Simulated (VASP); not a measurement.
# BiBrO (P4/nmm) in VASP: further runs

BiBrO is run at these levels: LDA; tasks: single point.

Everything below comes from runs of VASP 6.6.1. Logs are shortened: lines on timing, memory, paths and dates and some standing lists are left out, and cuts for length are marked.

**1. The cell of the first run**

It takes space group P4/nmm (No. 129, tetragonal). The conventional cell has a = 3.947 Å, b = 3.947 Å, c = 7.887 Å, α = 90.00°, β = 90.00°, γ = 90.00°. Within 3.2 Å of Bi (site symmetry 4mm) lie 4 O at 2.33 Å and 4 Br at 3.17 Å. Within 4.2 Å of Br (site symmetry 4mm) lie 6 Bi at 3.17 to 3.99 Å and 4 O at 3.38 Å and 8 Br at 3.68 to 3.95 Å. Within 3.1 Å of O (site symmetry -4m2) lie 4 Bi at 2.33 Å and 4 O at 2.79 Å.

**2. Single point, LDA**

The input, INCAR:

```
PREC = Accurate ; ENCUT = 520
EDIFF = 1E-6 ; ISMEAR = 0
SIGMA = 0.05 ; LREAL = F
LASPH = T ; NELM = 80
ALGO = Normal ; ISIF = 2
LWAVE = F ; LCHARG = T
GGA = CA ; LELF = T
LVHAR = T ; NBANDS = 37
```

The input, KPOINTS:

```
regular mesh
0
Gamma
  8 8 4
```

The input, POSCAR:

```
BiBrO
1.0
    3.9473000000      0.0000000000      0.0000000000
    0.0000000000      3.9473000000      0.0000000000
    0.0000000000      0.0000000000      7.8867516861
Bi Br O
2 2 2
Direct
    0.0000000000      0.5000000000      0.1575579020
    0.5000000000      0.0000000000      0.8424420980
    0.0000000000      0.5000000000      0.6517216503
    0.5000000000      0.0000000000      0.3482783497
    0.0000000000      0.0000000000      0.0000000000
    0.5000000000      0.5000000000      0.0000000000
```

Potentials or basis: VASP PAW LDA potentials, release 64 (Bi_d, Br, O).

Command:

```sh
$ cat potpaw_LDA.64/Bi_d/POTCAR potpaw_LDA.64/Br/POTCAR potpaw_LDA.64/O/POTCAR > POTCAR
$ mpirun -np 1 vasp_std > vasp.out
```

OUTCAR:

```text
PREC = Accurate
   ENCUT = 520
   EDIFF = 1E-6
   ISMEAR = 0
   LREAL = F
   LASPH = T
   NELM = 80
   ISIF = 2
   GGA = CA

 ion  position               nearest neighbor table
   1  0.000  0.500  0.158-   5 2.33   6 2.33   5 2.33   6 2.33   4 3.17   4 3.17   4 3.17   4 3.17
                             2 3.74   2 3.74   2 3.74   2 3.74
   2  0.500  0.000  0.842-   5 2.33   6 2.33   6 2.33   5 2.33   3 3.17   3 3.17   3 3.17   3 3.17
                             1 3.74   1 3.74   1 3.74   1 3.74
   3  0.000  0.500  0.652-   2 3.17   2 3.17   2 3.17   2 3.17
   4  0.500  0.000  0.348-   1 3.17   1 3.17   1 3.17   1 3.17
   5  0.000  0.000  0.000-   1 2.33   2 2.33   1 2.33   2 2.33
   6  0.500  0.500  0.000-   1 2.33   2 2.33   2 2.33   1 2.33

  LATTYP: Found a simple tetragonal cell.
 ALAT       =     3.9473000000
 C/A-ratio  =     1.9980117260

  Lattice vectors:

 A1 = (   3.9473000000,   0.0000000000,   0.0000000000)
 A2 = (   0.0000000000,   3.9473000000,   0.0000000000)
 A3 = (   0.0000000000,   0.0000000000,   7.8867516861)

Analysis of symmetry for initial positions (statically):
=====================================================================
 Subroutine PRICEL returns:
 Original cell was already a primitive cell.

 Routine SETGRP: Setting up the symmetry group for a
 simple tetragonal supercell.

 Subroutine GETGRP returns: Found 16 space group operations
 (whereof  8 operations were pure point group operations)
 out of a pool of 16 trial point group operations.

The static configuration has the point symmetry D_2d.
 The point group associated with its full space group is D_4h.

Analysis of symmetry for dynamics (positions and initial velocities):
=====================================================================
 Subroutine PRICEL returns:
 Original cell was already a primitive cell.

 Routine SETGRP: Setting up the symmetry group for a
 simple tetragonal supercell.

 Subroutine GETGRP returns: Found 16 space group operations
 (whereof  8 operations were pure point group operations)
 out of a pool of 16 trial point group operations.

The dynamic configuration has the point symmetry D_2d.
 The point group associated with its full space group is D_4h.

 Subroutine INISYM returns: Found 16 space group operations
 (whereof  8 operations are pure point group operations),
 and found     1 'primitive' translations

----------------------------------------------------------------------------------------

                                     Primitive cell

  volume of cell :     122.8849

  direct lattice vectors                    reciprocal lattice vectors
     3.947300000  0.000000000  0.000000000     0.253337725  0.000000000  0.000000000
[... 102 lines left out ...]
   POTIM  = 0.5000    time-step for ionic-motion
   TEBEG  =    0.0;   TEEND  =   0.0 temperature during run
   PSTRESS=    0.0 pullay stress
   NELECT =      56.0000    total number of electrons
   NUPDOWN=      -1.0000    fix difference up-down
   EMIN   =  10.00;   EMAX   =-10.00  energy-range for DOS
   EFERMI =   0.00;   METHOD = LEGACY
   ISMEAR =     0;   SIGMA  =   0.05  broadening in eV -4-tet -1-fermi 0-gaus
   EFERMI_NEDOS =   21; number of points for ismear=-14 and -15
   IALGO  =     38    algorithm
   IMIX   =      4    mixing-type and parameters
     AMIX     =   0.40;   BMIX     =  1.00
     AMIX_MAG =   1.60;   BMIX_MAG =  1.00
  volume/ion in A,a.u.               =      20.48       138.21
  Fermi-wavevector in a.u.,A,eV,Ry     =   1.259809  2.380694 21.594060  1.587119
  Thomas-Fermi vector in A             =   2.393350
   LORBIT       =      0    0 simple, 1 ext, 2 COOP (PROOUT), +10 PAW based schemes
   GGA     = CA    functional components
   LHFCALC =     F    Hartree Fock is set to
   AEXX    =    0.0000 exact exchange contribution
   IVDW    =     0    specifies the selected vdW correction
   LEPSILON=     F    determine dielectric tensor
   LRPA    =     F    only Hartree local field effects (RPA)
 non-spin polarized calculation
 Gauss-broadening in eV      SIGMA  =   0.05
  energy-cutoff  :      520.00
  volume of cell :      122.88
 maximum number of plane-waves:      3342
 NGX is ok and might be reduce to    30

 number of electron      55.9999998 magnetization

 Free energy of the ion-electron system (eV)
  ---------------------------------------------------
  ext. energy  EPLUGINS =         0.00000000
  ---------------------------------------------------
  free energy    TOTEN  =       -31.89722067 eV

  energy without entropy =      -31.89722067  energy(sigma->0) =      -31.89722067

 E-fermi :   4.4749     XC(G=0): -10.4932

 val. band max:        4.1870325075   @ k =   0.3750   0.0000   0.5000
 cond. band min:       6.1622059379   @ k =   0.0000   0.0000   0.5000
 fundamental gap:      1.9751734305
 Fermi energy:         4.4749160620

 k-point     1 :       0.0000    0.0000    0.0000
  band No.  band energies     occupation
      1     -17.9324      2.00000
      2     -17.7649      2.00000
      3     -17.7649      2.00000
      4     -17.7550      2.00000
      5     -17.7412      2.00000
      6     -17.7221      2.00000
[... 949 lines left out ...]
     36      13.2200      0.00000
     37      13.4161      0.00000

 [... further k-points ...]

------------------------ aborting loop because EDIFF is reached ----------------------------------------

  FORCE on cell =-STRESS in cart. coord.  units (eV):
  Direction    XX          YY          ZZ          XY          YZ          ZX
  --------------------------------------------------------------------------------------
  -------------------------------------------------------------------------------------
  Total       -2.6916530     -2.6916530     -1.5128378      0.0000000     -0.0000000      0.0000000
  in kB      -35.0938664    -35.0938664    -19.7244321      0.0000000     -0.0000000      0.0000000
  external PRESSURE =     -29.9707217 kB  Pullay stress =       0.0000000 kB

 VOLUME and BASIS-vectors are now :
 -----------------------------------------------------------------------------
  energy-cutoff  :      520.00
  volume of cell :      122.88
      direct lattice vectors                 reciprocal lattice vectors
     3.947300000  0.000000000  0.000000000     0.253337725  0.000000000  0.000000000
     0.000000000  3.947300000  0.000000000     0.000000000  0.253337725  0.000000000
     0.000000000  0.000000000  7.886751686     0.000000000  0.000000000  0.126794914

 POSITION                                       TOTAL-FORCE (eV/Angst)
 -----------------------------------------------------------------------------------
      0.00000      1.97365      1.24262         0.000000      0.000000     -0.214281
      1.97365      0.00000      6.64413        -0.000000      0.000000      0.214281
      0.00000      1.97365      5.13997         0.000000      0.000000      0.089271
      1.97365      0.00000      2.74678        -0.000000      0.000000     -0.089271
      0.00000      0.00000      0.00000         0.000000      0.000000      0.000000
      1.97365      1.97365      0.00000         0.000000     -0.000000      0.000000
 -----------------------------------------------------------------------------------
    total drift:                                0.000000      0.000000     -0.000000

  FREE ENERGIE OF THE ION-ELECTRON SYSTEM (eV)
  ---------------------------------------------------
  free  energy   TOTEN  =       -31.8972206742 eV

  energy  without entropy=      -31.8972206742  energy(sigma->0) =      -31.89722067
```

Run time: 4 min. Hardware: 1 thread of AMD EPYC 7R13, shared host; peak memory 0.27 GiB.

What came out:

| Quantity | Value |
| --- | --- |
| Free energy | -31.8972 eV |
| Pressure | -3.0 GPa |
| Largest force | 0.214 eV/Å |
| Band gap on the k mesh | 1.98 eV (least direct gap 2.12 eV) |

Forces in eV/Å, atoms in the order of the input:
```
Bi   0.000  0.000 -0.214
Bi   0.000  0.000  0.214
Br   0.000  0.000  0.089
Br   0.000  0.000 -0.089
O    0.000  0.000  0.000
O    0.000  0.000  0.000
```

Stress tensor (GPa, compression positive):
```
-3.51  0.00  0.00
 0.00 -3.51  0.00
 0.00  0.00 -1.97
```

Caveat: spin-orbit coupling is left out, which moves the levels of the heavy elements. A k mesh can miss the band edges.

**3. Single point, LDA**

This run uses another cell than the first one, of the same volume but with other edges.

The input, INCAR:

```
SYSTEM = BiBrO
  ALGO = Normal
  EDIFF = 1E-6
  ENCUT = 520
  ISIF = 2
  ISMEAR = 0
  LASPH = .True.
  LCHARG = .True.
  LELF = .True.
  LREAL = .False.
  LVHAR = .True.
  LWAVE = .False.
  NBANDS = 37
  NELM = 80
  PREC = Accurate
  SIGMA = 0.05
```

The input, KPOINTS:

```
k-points
0
Gamma
  8 8 4
  0 0 0
```

Changes to POSCAR since step 2:

```diff
@@ -2,5 +2,5 @@
 1.0
-    3.9473000000      0.0000000000      0.0000000000
-    0.0000000000      3.9473000000      0.0000000000
-    0.0000000000      0.0000000000      7.8867516861
+    3.8826151614      0.0000000000      0.0000000000
+    0.0000000000      3.8826151614      0.0000000000
+    0.0000000000      0.0000000000      8.1496000000
 Bi Br O
```

Potentials or basis: VASP PAW LDA potentials, release 64 (Bi_d, Br, O).

Command:

```sh
$ cat potpaw_LDA.64/Bi_d/POTCAR potpaw_LDA.64/Br/POTCAR potpaw_LDA.64/O/POTCAR > POTCAR
$ mpirun -np 1 vasp_std > vasp.out
```

OUTCAR:

```text
SYSTEM = BiBrO
   EDIFF = 1E-6
   ENCUT = 520
   ISIF = 2
   ISMEAR = 0
   LASPH = .True.
   LREAL = .False.
   NELM = 80
   PREC = Accurate

 ion  position               nearest neighbor table
   1  0.000  0.500  0.158-   5 2.33   6 2.33   5 2.33   6 2.33   4 3.15   4 3.15   4 3.15   4 3.15
                             2 3.76   2 3.76   2 3.76   2 3.76
   2  0.500  0.000  0.842-   5 2.33   6 2.33   6 2.33   5 2.33   3 3.15   3 3.15   3 3.15   3 3.15
                             1 3.76   1 3.76   1 3.76   1 3.76
   3  0.000  0.500  0.652-   2 3.15   2 3.15   2 3.15   2 3.15
   4  0.500  0.000  0.348-   1 3.15   1 3.15   1 3.15   1 3.15
[... 1172 lines left out ...]
  -------------------------------------------------------------------------------------
  Total       -1.4269894     -1.4269894     -2.4343123      0.0000000      0.0000000      0.0000000
  in kB      -18.6099990    -18.6099990    -31.7469417      0.0000000      0.0000000      0.0000000
  external PRESSURE =     -22.9889799 kB  Pullay stress =       0.0000000 kB

 VOLUME and BASIS-vectors are now :
 -----------------------------------------------------------------------------
  energy-cutoff  :      520.00
  volume of cell :      122.85
      direct lattice vectors                 reciprocal lattice vectors
     3.882615161  0.000000000  0.000000000     0.257558362  0.000000000  0.000000000
     0.000000000  3.882615161  0.000000000     0.000000000  0.257558362  0.000000000
     0.000000000  0.000000000  8.149600000     0.000000000  0.000000000  0.122705409

 POSITION                                       TOTAL-FORCE (eV/Angst)
 -----------------------------------------------------------------------------------
      0.00000      1.94131      1.28403         0.000000     -0.000000     -0.485762
      1.94131      0.00000      6.86557        -0.000000     -0.000000      0.485762
      0.00000      1.94131      5.31127         0.000000     -0.000000      0.148411
      1.94131      0.00000      2.83833        -0.000000      0.000000     -0.148411
      0.00000      0.00000      0.00000         0.000000      0.000000      0.000000
      1.94131      1.94131      0.00000         0.000000     -0.000000      0.000000
 -----------------------------------------------------------------------------------
    total drift:                                0.000000      0.000000      0.000000

  FREE ENERGIE OF THE ION-ELECTRON SYSTEM (eV)
  ---------------------------------------------------
  free  energy   TOTEN  =       -31.9016356110 eV

  energy  without entropy=      -31.9016356110  energy(sigma->0) =      -31.90163561
```

stdout:

```text
POSCAR found type information on POSCAR BiBrO
 POSCAR found :  3 types and       6 ions
 scaLAPACK will be used
 LDA part: xc-table for (Slater(with rela. corr.)+CA(PZ))
 , standard interpolation
 POSCAR, INCAR and KPOINTS ok, starting setup
 FFT: planning ... GRIDC
 FFT: planning ... GRID_SOFT
 FFT: planning ... GRID
 WAVECAR not read
 entering main loop
```

It took 3.7 min on 1 thread of AMD EPYC 7R13, shared host; peak memory 0.28 GiB.

What came out:

```yaml
Free_energy: -31.9016 eV
Pressure: -2.3 GPa
Largest_force: 0.486 eV/Å
Band_gap_on_the_k_mesh: 2.13 eV (least direct gap 2.37 eV)
```

Forces in eV/Å, atoms in the order of the input:
```
Bi   0.000  0.000 -0.486
Bi   0.000  0.000  0.486
Br   0.000  0.000  0.148
Br   0.000  0.000 -0.148
O    0.000  0.000  0.000
O    0.000  0.000  0.000
```

Caveat: spin-orbit coupling is left out, which moves the levels of the heavy elements. A k mesh can miss the band edges.
